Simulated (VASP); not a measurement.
# GaP2 (I4/mcm) in VASP: single point with PBE

Aim: the single point of GaP2 with PBE.

All numbers are computed with VASP 6.6.1; they aren't measurements. Logs are shortened: lines on timing, memory, paths and dates and some standing lists are left out, and cuts for length are marked.

## (1) The cell of the first run

It takes space group I4/mcm (No. 140, tetragonal). The conventional cell has a = 5.357 Å, b = 5.357 Å, c = 6.966 Å, α = 90.00°, β = 90.00°, γ = 90.00°. Within 3.5 Å of Ga (site symmetry 422) lie 8 P at 2.69 Å and 2 Ga at 3.48 Å. Within 2.9 Å of P (site symmetry m2m) lie 5 P at 2.22 to 2.90 Å and 4 Ga at 2.69 Å.

## (2) Single point, PBE

Contents of INCAR:

```
SYSTEM = GaP2
  PREC = Accurate
  ENCUT = 520
  EDIFF = 1E-7
  ISMEAR = 0
  SIGMA = 0.1
  LREAL = .FALSE.
  LASPH = .TRUE.
  NELM = 100
  ALGO = Normal
  ISIF = 2
  LWAVE = .FALSE.
  LCHARG = .FALSE.
  GGA = PE
  NBANDS = 32
```

Contents of KPOINTS:

```
Automatic mesh
0
G
  10 10 10
  0 0 0
```

Contents of POSCAR:

```
GaP2
1.0
   -2.6783106807      2.6783106807      3.4831021982
    2.6783106807     -2.6783106807      3.4831021982
    2.6783106807      2.6783106807     -3.4831021982
Ga P
2 4
Direct
    0.2500000000      0.2500000000      0.0000000000
    0.7500000000      0.7500000000      0.0000000000
    0.6466321611      0.1466321611      0.7932643223
    0.1466321611      0.3533678389      0.5000000000
    0.3533678389      0.8533678389      0.2067356777
    0.8533678389      0.6466321611      0.5000000000
```

Potentials or basis: VASP PAW PBE potentials, release 64 (Ga_d, P).

Started as:

```console
$ cat potpaw_PBE.64/Ga_d/POTCAR potpaw_PBE.64/P/POTCAR > POTCAR
$ mpirun -np 1 vasp_std > vasp.out
```

OUTCAR:

```text
SYSTEM = GaP2
   PREC = Accurate
   ENCUT = 520
   EDIFF = 1E-7
   ISMEAR = 0
   LREAL = .FALSE.
   LASPH = .TRUE.
   NELM = 100
   ISIF = 2
   GGA = PE

 ion  position               nearest neighbor table
   1  0.250  0.250  0.000-   3 2.69   5 2.69   4 2.69   6 2.69   4 2.69   6 2.69   5 2.69   3 2.69

   2  0.750  0.750  0.000-   3 2.69   5 2.69   4 2.69   6 2.69   6 2.69   4 2.69   3 2.69   5 2.69

   3  0.647  0.147  0.793-   5 2.22   2 2.69   1 2.69   2 2.69   1 2.69   6 2.90   4 2.90   6 2.90
                             4 2.90
   4  0.147  0.353  0.500-   6 2.22   1 2.69   2 2.69   1 2.69   2 2.69   5 2.90   3 2.90   3 2.90
                             5 2.90
   5  0.353  0.853  0.207-   3 2.22   1 2.69   2 2.69   1 2.69   2 2.69   4 2.90   6 2.90   4 2.90
                             6 2.90
   6  0.853  0.647  0.500-   4 2.22   2 2.69   1 2.69   2 2.69   1 2.69   3 2.90   5 2.90   5 2.90
                             3 2.90

  LATTYP: Found a body centered tetragonal cell.
 ALAT       =     5.3566213614
 C/A-ratio  =     1.3004847508

  Lattice vectors:

 A1 = (  -2.6783106807,   2.6783106807,   3.4831021982)
 A2 = (   2.6783106807,  -2.6783106807,   3.4831021982)
 A3 = (   2.6783106807,   2.6783106807,  -3.4831021982)

Analysis of symmetry for initial positions (statically):
=====================================================================
 Subroutine PRICEL returns:
 Original cell was already a primitive cell.

 Routine SETGRP: Setting up the symmetry group for a
 body centered tetragonal supercell.

 Subroutine GETGRP returns: Found 16 space group operations
 (whereof  8 operations were pure point group operations)
 out of a pool of 16 trial point group operations.

The static configuration has the point symmetry C_4h.
 The point group associated with its full space group is D_4h.

Analysis of symmetry for dynamics (positions and initial velocities):
=====================================================================
 Subroutine PRICEL returns:
 Original cell was already a primitive cell.

 Routine SETGRP: Setting up the symmetry group for a
 body centered tetragonal supercell.

 Subroutine GETGRP returns: Found 16 space group operations
 (whereof  8 operations were pure point group operations)
 out of a pool of 16 trial point group operations.

The dynamic configuration has the point symmetry C_4h.
 The point group associated with its full space group is D_4h.

 Subroutine INISYM returns: Found 16 space group operations
 (whereof  8 operations are pure point group operations),
 and found     1 'primitive' translations

----------------------------------------------------------------------------------------

                                     Primitive cell

  volume of cell :      99.9420

  direct lattice vectors                    reciprocal lattice vectors
    -2.678310681  2.678310681  3.483102198     0.000000000  0.186684840  0.143550195
     2.678310681 -2.678310681  3.483102198     0.186684840  0.000000000  0.143550195
     2.678310681  2.678310681 -3.483102198     0.186684840  0.186684840  0.000000000

  length of vectors
     5.145745537  5.145745537  5.145745537     0.235494985  0.235494985  0.264012232

  position of ions in fractional coordinates (direct lattice)
     0.250000000  0.250000000  0.000000000
     0.750000000  0.750000000  0.000000000
     0.646632161  0.146632161  0.793264322
     0.146632161  0.353367839  0.500000000
     0.353367839  0.853367839  0.206735678
     0.853367839  0.646632161  0.500000000

  ion indices of the primitive-cell ions
   primitive index   ion index
                 1           1
                 2           2
                 3           3
                 4           4
                 5           5
                 6           6

----------------------------------------------------------------------------------------

 KPOINTS: Automatic mesh

Automatic generation of k-mesh.
 Grid dimensions read from file:
 generate k-points for:   10   10   10

 Generating k-lattice:

  Cartesian coordinates                     Fractional coordinates (reciprocal lattice)
     0.000000000  0.018668484  0.014355020     0.100000000  0.000000000  0.000000000
     0.018668484  0.000000000  0.014355020     0.000000000  0.100000000  0.000000000
     0.018668484  0.018668484  0.000000000     0.000000000  0.000000000  0.100000000

  Length of vectors
     0.023549498  0.023549498  0.026401223

  Shift w.r.t. Gamma in fractional coordinates (k-lattice)
     0.000000000  0.000000000  0.000000000

 Subroutine IBZKPT returns following result:
 ===========================================

 Found    102 irreducible k-points:

 Following reciprocal coordinates:
            Coordinates               Weight
  0.000000  0.000000  0.000000      1.000000
  0.100000  0.000000 -0.000000      8.000000
  0.200000  0.000000 -0.000000      8.000000
  0.300000 -0.000000  0.000000      8.000000
  0.400000  0.000000  0.000000      8.000000
  0.500000  0.000000  0.000000      4.000000
[... 16 lines left out ...]
  0.300000  0.300000  0.000000      8.000000
  0.400000  0.300000  0.000000     16.000000
 [... further k-points ...]
   k-points           NKPTS =    102   k-points in BZ     NKDIM =    102   number of bands    NBANDS=     32
   number of dos      NEDOS =    301   number of ions     NIONS =      6
   total plane-waves  NPLWV =  64000
   dimension x,y,z NGX =    40 NGY =   40 NGZ =   40
   dimension x,y,z NGXF=    80 NGYF=   80 NGZF=   80
   ions per type =               2   4
   NGX,Y,Z   is equivalent  to a cutoff of  12.92, 12.92, 12.92 a.u.
   NGXF,Y,Z  is equivalent  to a cutoff of  25.85, 25.85, 25.85 a.u.
 SYSTEM =  GaP2
   PREC   = accura    normal or accurate (medium, high low for compatibility)
   ISTART =      0    job   : 0-new  1-cont  2-samecut
   ICHARG =      2    charge: 1-file 2-atom 10-const
   ISPIN  =      1    spin polarized calculation?
   LNONCOLLINEAR =      F non collinear calculations
   LSORBIT =      F    spin-orbit coupling
   LASPH  =      T    aspherical Exc in radial PAW
   ENCUT  =  520.0 eV  38.22 Ry    6.18 a.u.   9.57  9.57  9.57*2*pi/ulx,y,z
   NELM   =    100;   NELMIN=  2; NELMDL= -5     # of ELM steps
   EDIFF  = 0.1E-06   stopping-criterion for ELM
   LREAL  =      F    real-space projection
   EDIFFG = 0.1E-05   stopping-criterion for IOM
   NSW    =      0    number of steps for IOM
   IBRION =     -1    ionic relax: 0-MD 1-quasi-New 2-CG
   NFREE  =      0    steps in history (QN), initial steepest desc. (CG)
   ISIF   =      2    stress and relaxation
   ISYM   =      2    0-nonsym 1-usesym 2-fastsym
   POTIM  = 0.5000    time-step for ionic-motion
   TEBEG  =    0.0;   TEEND  =   0.0 temperature during run
   PSTRESS=    0.0 pullay stress
   NELECT =      46.0000    total number of electrons
   NUPDOWN=      -1.0000    fix difference up-down
   EMIN   =  10.00;   EMAX   =-10.00  energy-range for DOS
   EFERMI =   0.00;   METHOD = LEGACY
   ISMEAR =     0;   SIGMA  =   0.10  broadening in eV -4-tet -1-fermi 0-gaus
   EFERMI_NEDOS =   21; number of points for ismear=-14 and -15
   IALGO  =     38    algorithm
   IMIX   =      4    mixing-type and parameters
     AMIX     =   0.40;   BMIX     =  1.00
     AMIX_MAG =   1.60;   BMIX_MAG =  1.00
  volume/ion in A,a.u.               =      16.66       112.41
  Fermi-wavevector in a.u.,A,eV,Ry     =   1.263993  2.388601 21.737740  1.597679
  Thomas-Fermi vector in A             =   2.397321
   LORBIT       =      0    0 simple, 1 ext, 2 COOP (PROOUT), +10 PAW based schemes
   GGA     = PE    functional components
   LHFCALC =     F    Hartree Fock is set to
   AEXX    =    0.0000 exact exchange contribution
   IVDW    =     0    specifies the selected vdW correction
   LEPSILON=     F    determine dielectric tensor
   LRPA    =     F    only Hartree local field effects (RPA)
 non-spin polarized calculation
 Gauss-broadening in eV      SIGMA  =   0.10
  energy-cutoff  :      520.00
  volume of cell :       99.94
 maximum number of plane-waves:      2716
 NGX is ok and might be reduce to    40
   NGX = 19   NGY = 19   NGZ = 19

 number of electron      46.0000002 magnetization

 Free energy of the ion-electron system (eV)
  ---------------------------------------------------
  ext. energy  EPLUGINS =         0.00000000
  ---------------------------------------------------
  free energy    TOTEN  =       -26.07987970 eV

  energy without entropy =      -26.06945198  energy(sigma->0) =      -26.07466584

 E-fermi :   7.1144     XC(G=0): -10.9908

 val. band max:        7.1020352274   @ k =  -0.4000   0.4000   0.0000
 cond. band min:       7.1187575256   @ k =  -0.4000   0.5000   0.4000
 fundamental gap:      0.0167222982
 Fermi energy:         7.1143581494

 k-point     1 :       0.0000    0.0000    0.0000
  band No.  band energies     occupation
      1      -7.7362      2.00000
      2      -7.7362      2.00000
      3      -7.7109      2.00000
      4      -7.6624      2.00000
      5      -7.6275      2.00000
      6      -7.6145      2.00000
[... 24 lines left out ...]
     31      14.6469      0.00000
     32      14.6511      0.00000

 k-point     2 :       0.1000    0.0000   -0.0000
  band No.  band energies     occupation
      1      -7.7349      2.00000
      2      -7.7321      2.00000
      3      -7.7017      2.00000
      4      -7.6602      2.00000
      5      -7.6273      2.00000
      6      -7.6166      2.00000
[... 24 lines left out ...]
     31      13.7795      0.00000
     32      14.5380      0.00000
[... 733 lines left out ...]
     31      12.3554      0.00000
     32      13.3713      0.00000

 k-point    24 :       0.4000    0.3000    0.0000
  band No.  band energies     occupation
      1      -7.7498      2.00000
      2      -7.6721      2.00000
      3      -7.6547      2.00000
      4      -7.6432      2.00000
      5      -7.6318      2.00000
      6      -7.6247      2.00000
[... 24 lines left out ...]
     31      12.4119      0.00000
     32      12.9698      0.00000

 [... further k-points ...]

------------------------ aborting loop because EDIFF is reached ----------------------------------------

  FORCE on cell =-STRESS in cart. coord.  units (eV):
  Direction    XX          YY          ZZ          XY          YZ          ZX
  --------------------------------------------------------------------------------------
  -------------------------------------------------------------------------------------
  Total       -0.0350123     -0.0350123      0.0294835      0.0000000     -0.0000000      0.0000000
  in kB       -0.5612840     -0.5612840      0.4726518      0.0000000     -0.0000000      0.0000000
  external PRESSURE =      -0.2166388 kB  Pullay stress =       0.0000000 kB

 VOLUME and BASIS-vectors are now :
 -----------------------------------------------------------------------------
  energy-cutoff  :      520.00
  volume of cell :       99.94
      direct lattice vectors                 reciprocal lattice vectors
    -2.678310681  2.678310681  3.483102198     0.000000000  0.186684840  0.143550195
     2.678310681 -2.678310681  3.483102198     0.186684840  0.000000000  0.143550195
     2.678310681  2.678310681 -3.483102198     0.186684840  0.186684840  0.000000000

 POSITION                                       TOTAL-FORCE (eV/Angst)
 -----------------------------------------------------------------------------------
      0.00000      0.00000      1.74155        -0.000000      0.000000      0.000000
      0.00000      0.00000      5.22465        -0.000000      0.000000      0.000000
      0.78545      3.46376     -0.00000        -0.024027     -0.024027      0.000000
      1.89286      0.78545      0.00000         0.024027     -0.024027      0.000000
      1.89286     -0.78545      3.48310         0.024027      0.024027     -0.000000
      0.78545      1.89286      3.48310        -0.024027      0.024027     -0.000000
 -----------------------------------------------------------------------------------
    total drift:                               -0.000000     -0.000000      0.000000

  FREE ENERGIE OF THE ION-ELECTRON SYSTEM (eV)
  ---------------------------------------------------
  free  energy   TOTEN  =       -26.0798797037 eV

  energy  without entropy=      -26.0694519794  energy(sigma->0) =      -26.07466584
```

Run time: 9.1 min. Hardware: 1 thread of Intel Xeon 8259CL, shared host; peak memory 0.41 GiB.

Results:

```
Free energy            : -26.0799 eV
Pressure               : 0.0 GPa
Largest force          : 0.034 eV/Å
Band gap on the k mesh : zero (band 23 reaches 7.80 eV, above the bottom of band 24 at 4.65 eV)
```

Forces on the atoms (eV/Å):
```
Ga   0.000  0.000  0.000
Ga   0.000  0.000  0.000
P   -0.024 -0.024  0.000
P    0.024 -0.024  0.000
P    0.024  0.024  0.000
P   -0.024  0.024  0.000
```

Levels at points of the mesh, in eV from the Fermi level:
| k point | band 19 | band 20 | band 21 | band 22 | band 23 | band 24 | band 25 | band 26 | band 27 | band 28 |
| --- | --- | --- | --- | --- | --- | --- | --- | --- | --- | --- |
| (0.00, 0.00, 0.00) | -3.94 | -3.94 | -3.41 | -3.41 | -2.67 | -2.46 | 0.93 | 3.50 | 5.35 | 5.90 |
| (0.50, 0.00, 0.00) | -2.59 | -2.59 | -0.93 | -0.93 | 0.67 | 0.67 | 1.40 | 1.40 | 3.02 | 3.02 |
| (0.50, 0.50, 0.00) | -2.36 | -2.31 | -1.82 | -0.86 | -0.31 | -0.04 | 0.37 | 2.26 | 3.36 | 3.43 |
| (0.50, 0.50, 0.50) | -2.66 | -2.66 | -0.25 | 0.21 | 0.21 | 2.06 | 3.48 | 3.48 | 3.69 | 3.83 |
